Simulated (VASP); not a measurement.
# Na (P6_3/mmc) in VASP: a series of runs, part 2 of 3

VASP 6.6.1. Earlier steps stand in the parts before.

### 3 Single point, PBEsol (volume scaled by 0.94)

Input file INCAR:

```
  PREC = Accurate
  ENCUT = 520
  EDIFF = 1E-6
  ISMEAR = -1
  SIGMA = 0.05
  LREAL = F
  LASPH = T
  NELM = 60
  ALGO = Fast
  ISIF = 2
  LWAVE = F
  LCHARG = F
  GGA = PS
  NBANDS = 22
```

Input file KPOINTS:

```
regular mesh
0
Gamma
  8 8 3
```

Input file POSCAR:

```
Na
1.0
    3.6248439025      0.0000000000      0.0000000000
   -1.8124219512      3.1392069043      0.0000000000
    0.0000000000      0.0000000000     12.2813860211
Na
4
Direct
    0.6666666667      0.3333333333      0.7500000000
    0.0000000000      0.0000000000      0.5000000000
    0.3333333333      0.6666666667      0.2500000000
    0.0000000000      0.0000000000      0.0000000000
```

Potentials or basis: VASP PAW PBE potentials, release 64 (Na_pv).

Started as:

```bash
cat potpaw_PBE.64/Na_pv/POTCAR > POTCAR
mpirun -np 1 vasp_std > vasp.out
```

OUTCAR:

```text
PREC = Accurate
   ENCUT = 520
   EDIFF = 1E-6
   ISMEAR = -1
   LREAL = F
   LASPH = T
   NELM = 60
   ISIF = 2
   GGA = PS

 ion  position               nearest neighbor table
   1  0.667  0.333  0.750-
   2  0.000  0.000  0.500-
   3  0.333  0.667  0.250-
   4  0.000  0.000  0.000-

  LATTYP: Found a hexagonal cell.
 ALAT       =     3.6248439025
 C/A-ratio  =     3.3881144544

  Lattice vectors:

 A1 = (   3.6248439025,   0.0000000000,   0.0000000000)
 A2 = (  -1.8124219512,   3.1392069043,   0.0000000000)
 A3 = (   0.0000000000,   0.0000000000,  12.2813860211)

Analysis of symmetry for initial positions (statically):
=====================================================================
 Subroutine PRICEL returns:
 Original cell was already a primitive cell.

 Routine SETGRP: Setting up the symmetry group for a
 hexagonal supercell.

 Subroutine GETGRP returns: Found 24 space group operations
 (whereof 12 operations were pure point group operations)
 out of a pool of 24 trial point group operations.

The static configuration has the point symmetry D_3d.
 The point group associated with its full space group is D_6h.

Analysis of symmetry for dynamics (positions and initial velocities):
=====================================================================
 Subroutine PRICEL returns:
 Original cell was already a primitive cell.

 Routine SETGRP: Setting up the symmetry group for a
 hexagonal supercell.

 Subroutine GETGRP returns: Found 24 space group operations
 (whereof 12 operations were pure point group operations)
 out of a pool of 24 trial point group operations.

The dynamic configuration has the point symmetry D_3d.
 The point group associated with its full space group is D_6h.
[... 111 lines left out ...]
   EMIN   =  10.00;   EMAX   =-10.00  energy-range for DOS
   EFERMI =   0.00;   METHOD = LEGACY
   ISMEAR =    -1;   SIGMA  =   0.05  broadening in eV -4-tet -1-fermi 0-gaus
   EFERMI_NEDOS =   21; number of points for ismear=-14 and -15
   IALGO  =     68    algorithm
   IMIX   =      4    mixing-type and parameters
     AMIX     =   0.40;   BMIX     =  1.00
     AMIX_MAG =   1.60;   BMIX_MAG =  1.00
  volume/ion in A,a.u.               =      34.94       235.77
  Fermi-wavevector in a.u.,A,eV,Ry     =   0.957948  1.810259 12.485583  0.917664
  Thomas-Fermi vector in A             =   2.087012
   LORBIT       =      0    0 simple, 1 ext, 2 COOP (PROOUT), +10 PAW based schemes
   GGA     = PS    functional components
   LHFCALC =     F    Hartree Fock is set to
   AEXX    =    0.0000 exact exchange contribution
   IVDW    =     0    specifies the selected vdW correction
   LEPSILON=     F    determine dielectric tensor
   LRPA    =     F    only Hartree local field effects (RPA)
 non-spin polarized calculation
 RMM-DIIS sequential band-by-band and
  energy-cutoff  :      520.00
  volume of cell :      139.75
 maximum number of plane-waves:      3782
 NGX is ok and might be reduce to    28
   NGX = 13   NGY = 13   NGZ = 45

 number of electron      28.0000003 magnetization

 Free energy of the ion-electron system (eV)
  ---------------------------------------------------
  ext. energy  EPLUGINS =         0.00000000
  ---------------------------------------------------
  free energy    TOTEN  =        -5.57968768 eV

  energy without entropy =       -5.56219066  energy(sigma->0) =       -5.57093917

 E-fermi :   0.4678     XC(G=0):  -6.6593

 val. band max:        0.3827640145   @ k =   0.2500   0.2500   0.3333
 cond. band min:       0.5165397058   @ k =   0.2500   0.1250   0.3333
 fundamental gap:      0.1337756913
 Fermi energy:         0.4677724052

 k-point     1 :       0.0000    0.0000    0.0000
  band No.  band energies     occupation
      1     -24.2999      2.00000
      2     -24.2803      2.00000
      3     -24.2800      2.00000
      4     -24.2650      2.00000
      5     -24.2650      2.00000
      6     -24.2626      2.00000
[... 489 lines left out ...]
     21       4.3957      0.00000
     22       4.5350      0.00000

------------------------ aborting loop because EDIFF is reached ----------------------------------------

  FORCE on cell =-STRESS in cart. coord.  units (eV):
  Direction    XX          YY          ZZ          XY          YZ          ZX
  --------------------------------------------------------------------------------------
  -------------------------------------------------------------------------------------
  Total        0.6841609      0.6841609     -0.2583534      0.0000000      0.0000000     -0.0000000
  in kB        7.8435416      7.8435416     -2.9618843      0.0000000      0.0000000     -0.0000000
  external PRESSURE =       4.2417330 kB  Pullay stress =       0.0000000 kB

 VOLUME and BASIS-vectors are now :
 -----------------------------------------------------------------------------
  energy-cutoff  :      520.00
  volume of cell :      139.75
      direct lattice vectors                 reciprocal lattice vectors
     3.624843902  0.000000000  0.000000000     0.275873948  0.159275898  0.000000000
    -1.812421951  3.139206904  0.000000000     0.000000000  0.318551797  0.000000000
     0.000000000  0.000000000 12.281386021     0.000000000  0.000000000  0.081424035

 POSITION                                       TOTAL-FORCE (eV/Angst)
 -----------------------------------------------------------------------------------
      1.81242      1.04640      9.21104         0.000000      0.000000     -0.000000
      0.00000      0.00000      6.14069         0.000000      0.000000      0.000000
     -0.00000      2.09280      3.07035        -0.000000      0.000000      0.000000
      0.00000      0.00000      0.00000         0.000000      0.000000      0.000000
 -----------------------------------------------------------------------------------
    total drift:                                0.000000     -0.000000      0.000000

  FREE ENERGIE OF THE ION-ELECTRON SYSTEM (eV)
  ---------------------------------------------------
  free  energy   TOTEN  =        -5.5796876758 eV

  energy  without entropy=       -5.5621906601  energy(sigma->0) =       -5.57093917
```

OSZICAR:

```text
N       E                     dE             d eps       ncg     rms          rms(c)
DAV:   1     0.241130080642E+03    0.24113E+03   -0.14983E+04   912   0.126E+03
DAV:   2     0.742705851002E+01   -0.23370E+03   -0.22894E+03   904   0.359E+02
DAV:   3    -0.536087866175E+01   -0.12788E+02   -0.12721E+02  1096   0.108E+02
DAV:   4    -0.558444062721E+01   -0.22356E+00   -0.22354E+00   976   0.145E+01
DAV:   5    -0.558976298418E+01   -0.53224E-02   -0.53223E-02  1072   0.240E+00    0.482E-01
RMM:   6    -0.558235497764E+01    0.74080E-02   -0.10103E-02  1075   0.118E+00    0.289E-01
RMM:   7    -0.557975197657E+01    0.26030E-02   -0.80429E-03  1090   0.924E-01    0.969E-02
RMM:   8    -0.557962751144E+01    0.12447E-03   -0.16634E-03  1065   0.667E-01    0.104E-02
RMM:   9    -0.557967159045E+01   -0.44079E-04   -0.50407E-04  1231   0.242E-01    0.927E-03
RMM:  10    -0.557968399957E+01   -0.12409E-04   -0.13282E-04  1158   0.168E-01    0.617E-03
RMM:  11    -0.557970237234E+01   -0.18373E-04   -0.82287E-05  1071   0.146E-01    0.197E-02
RMM:  12    -0.557990463823E+01   -0.20227E-03   -0.41568E-04  1079   0.289E-01    0.683E-02
RMM:  13    -0.557973164683E+01    0.17299E-03   -0.24022E-04  1075   0.187E-01    0.298E-02
RMM:  14    -0.557968720438E+01    0.44442E-04   -0.15773E-04  1090   0.162E-01    0.613E-04
RMM:  15    -0.557968767585E+01   -0.47147E-06   -0.60545E-06   947   0.294E-02
   1 F= -.55796877E+01 E0= -.55709392E+01  d E =-.174970E-01
```

stdout:

```text
POSCAR found type information on POSCAR Na
 POSCAR found :  1 types and       4 ions
 scaLAPACK will be used
 -----------------------------------------------------------------------------
|                                                                             |
|                                                                             |
|     You enforced a specific xc type in the INCAR file but a different       |
|     I HOPE YOU KNOW WHAT YOU ARE DOING!                                     |
|                                                                             |
 -----------------------------------------------------------------------------

 LDA part: xc-table for (Slater+PW92), standard interpolation
 POSCAR, INCAR and KPOINTS ok, starting setup
 FFT: planning ... GRIDC
 FFT: planning ... GRID_SOFT
 FFT: planning ... GRID
 WAVECAR not read
 entering main loop
```

Wall time 1.7 min (1 thread of AMD EPYC 7R13, shared host); peak memory 0.22 GiB.

What came out:

```
Free energy            : -5.5797 eV
Pressure               : 0.4 GPa
Band gap on the k mesh : zero (band 14 reaches 1.66 eV, above the bottom of band 15 at -1.90 eV)
```

Caveat: the PAW data sets were made with another functional, which shifts forces and pressure a little.

### 4 Single point, PBEsol (volume scaled by 0.96)

Input file INCAR:

```
SYSTEM = Na
ALGO = Normal ; EDIFF = 1E-6
ENCUT = 520 ; GGA = PS
ISIF = 2 ; ISMEAR = -1
LASPH = .TRUE. ; LCHARG = .TRUE.
LELF = .TRUE. ; LREAL = .FALSE.
LVHAR = .TRUE. ; LWAVE = .FALSE.
NBANDS = 22 ; NELM = 60
PREC = Accurate ; SIGMA = 0.05
```

Input file KPOINTS:

```
k-points
0
G
  8 8 3
  0 0 0
```

Input file POSCAR:

```
Na
1.0
    3.6503718133      0.0000000000      0.0000000000
   -1.8251859066      3.1613147235      0.0000000000
    0.0000000000      0.0000000000     12.3678775047
Na
4
Direct
    0.6666666667      0.3333333333      0.7500000000
    0.0000000000      0.0000000000      0.5000000000
    0.3333333333      0.6666666667      0.2500000000
    0.0000000000      0.0000000000      0.0000000000
```

Potentials or basis: VASP PAW PBE potentials, release 64 (Na_pv).

Started as:

```bash
cat potpaw_PBE.64/Na_pv/POTCAR > POTCAR
mpirun -np 1 vasp_std > vasp.out
```

OUTCAR:

```text
SYSTEM = Na
   EDIFF = 1E-6
   ENCUT = 520
   GGA = PS
   ISIF = 2
   ISMEAR = -1
   LASPH = .TRUE.
   LREAL = .FALSE.
   NELM = 60
   PREC = Accurate

 ion  position               nearest neighbor table
   1  0.667  0.333  0.750-
   2  0.000  0.000  0.500-
   3  0.333  0.667  0.250-
   4  0.000  0.000  0.000-

  LATTYP: Found a hexagonal cell.
 ALAT       =     3.6503718133
 C/A-ratio  =     3.3881144544

  Lattice vectors:

 A1 = (   3.6503718133,   0.0000000000,   0.0000000000)
 A2 = (  -1.8251859066,   3.1613147235,   0.0000000000)
 A3 = (   0.0000000000,   0.0000000000,  12.3678775047)

Analysis of symmetry for initial positions (statically):
=====================================================================
 Subroutine PRICEL returns:
 Original cell was already a primitive cell.

 Routine SETGRP: Setting up the symmetry group for a
 hexagonal supercell.

[... 162 lines left out ...]
  ---------------------------------------------------
  free energy    TOTEN  =        -5.58472041 eV

  energy without entropy =       -5.56700619  energy(sigma->0) =       -5.57586330

 E-fermi :   0.4044     XC(G=0):  -6.6024

 val. band max:        0.3207010654   @ k =   0.2500   0.2500   0.3333
 cond. band min:       0.4528220876   @ k =   0.2500   0.1250   0.3333
 fundamental gap:      0.1321210222
 Fermi energy:         0.4044121813

 k-point     1 :       0.0000    0.0000    0.0000
  band No.  band energies     occupation
      1     -24.3742      2.00000
      2     -24.3560      2.00000
      3     -24.3557      2.00000
      4     -24.3420      2.00000
      5     -24.3420      2.00000
      6     -24.3398      2.00000
[... 489 lines left out ...]
     21       4.2762      0.00000
     22       4.4147      0.00000

------------------------ aborting loop because EDIFF is reached ----------------------------------------

  FORCE on cell =-STRESS in cart. coord.  units (eV):
  Direction    XX          YY          ZZ          XY          YZ          ZX
  --------------------------------------------------------------------------------------
  -------------------------------------------------------------------------------------
  Total        0.4647678      0.4647678     -0.4599426      0.0000000      0.0000000     -0.0000000
  in kB        5.2173098      5.2173098     -5.1631431      0.0000000      0.0000000     -0.0000000
  external PRESSURE =       1.7571588 kB  Pullay stress =       0.0000000 kB

 VOLUME and BASIS-vectors are now :
 -----------------------------------------------------------------------------
  energy-cutoff  :      520.00
  volume of cell :      142.72
      direct lattice vectors                 reciprocal lattice vectors
     3.650371813  0.000000000  0.000000000     0.273944697  0.158162045  0.000000000
    -1.825185907  3.161314723  0.000000000     0.000000000  0.316324089  0.000000000
     0.000000000  0.000000000 12.367877505     0.000000000  0.000000000  0.080854617

 POSITION                                       TOTAL-FORCE (eV/Angst)
 -----------------------------------------------------------------------------------
      1.82519      1.05377      9.27591         0.000000     -0.000000      0.000000
      0.00000      0.00000      6.18394         0.000000      0.000000     -0.000000
     -0.00000      2.10754      3.09197        -0.000000      0.000000      0.000000
      0.00000      0.00000      0.00000         0.000000      0.000000     -0.000000
 -----------------------------------------------------------------------------------
    total drift:                                0.000000     -0.000000      0.000000

  FREE ENERGIE OF THE ION-ELECTRON SYSTEM (eV)
  ---------------------------------------------------
  free  energy   TOTEN  =        -5.5847204150 eV

  energy  without entropy=       -5.5670061946  energy(sigma->0) =       -5.57586330
```

Wall time 74 s (1 thread of AMD EPYC 7R13, shared host); peak memory 0.23 GiB.

What came out:

* Free energy: -5.5847 eV
* Pressure: 0.2 GPa
* Band gap on the k mesh: zero (band 14 reaches 1.59 eV, above the bottom of band 15 at -1.94 eV)

Caveat: the PAW data sets were made with another functional, which shifts forces and pressure a little.

(Part 2 of 3 ends here.)
